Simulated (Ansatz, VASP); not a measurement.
**Tc: VASP beside Ansatz**

```xyz
1
Lattice="0.0000 2.1006 2.1006 2.1006 0.0000 2.1006 2.1006 2.1006 0.0000" Properties=species:S:1:pos:R:3 pbc="T T T"
Tc    0.0000    0.0000    0.0000
```

Change from the starting cell: volume scaled by 1.25.

Alike in both runs: functional PBEsol; k mesh 12 × 12 × 12; occupations gaussian, width 0.05 eV; no spin polarisation.

|  | VASP | Ansatz |
| --- | --- | --- |
| version | VASP 6.6.1 | Ansatz 0.2.0 |
| potentials or method | VASP PAW PBE potentials, release 64 (Tc_pv) | Ansatz PAW earlier set |
| plane-wave cutoff (eV) | 500 | 500 |
| valence electrons in the cell | 13 | 15 |
| task | single point | density of states |

|  | VASP | Ansatz | Ansatz less VASP |
| --- | --- | --- | --- |
| gap on the k mesh at the Fermi level (eV) | none | none | - |
| pressure (GPa) | -48.0 | -47.5 | +0.42 |

VASP's potentials were made for PBE, not for PBEsol. A gap of «none» marks a metal or a gap that the smearing closes. Both programs put the cell under strong tension, so it lies far from rest at this level. VASP's potentials hold 13 valence electrons a cell and Ansatz's 15, so a difference there can come from the potentials and not from the codes.

Noted on VASP's run: the cell as given lies far from equilibrium.
